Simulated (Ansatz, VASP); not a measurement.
AlIn in VASP and in Ansatz

```xyz
2
Lattice="3.0541 0.0000 0.0000 -1.5271 2.6450 0.0000 0.0000 0.0000 5.8280" Properties=species:S:1:pos:R:3 pbc="T T T"
Al    0.0000    0.0000    0.0000
In    0.0000    0.0000    2.9140
```

Alike in both runs: task relaxation of cell and atoms; functional PBE0; k mesh 5 × 5 × 3; occupations fermi-dirac, width 0.05 eV; no spin polarisation.

```csv
,VASP,Ansatz
version,VASP 6.6.1,Ansatz 0.2.0
potentials or method,"VASP PAW PBE potentials, release 64 (Al, In_d)",Ansatz PAW
plane-wave cutoff (eV),600,420
valence electrons in the cell,16,16
```

|  | VASP | Ansatz | Ansatz less VASP |
| --- | --- | --- | --- |
| gap on the k mesh at the Fermi level, each at its own relaxed structure (eV) | none | none | - |
| relaxed volume (Å³/atom) | 22.51 | 22.54 | +0.033 |
| relaxed length of the cell vector where the two differ most in proportion (Å) | 5.816 | 5.822 | +0.0059 |

A gap of «none» marks a metal or a gap that the smearing closes.

The k mesh is coarse, so the values compare programs but aren't converged. Noted on Ansatz's run: the plane-wave basis is chosen anew once the cell has moved, so the energies of steps on either side of that aren't comparable.
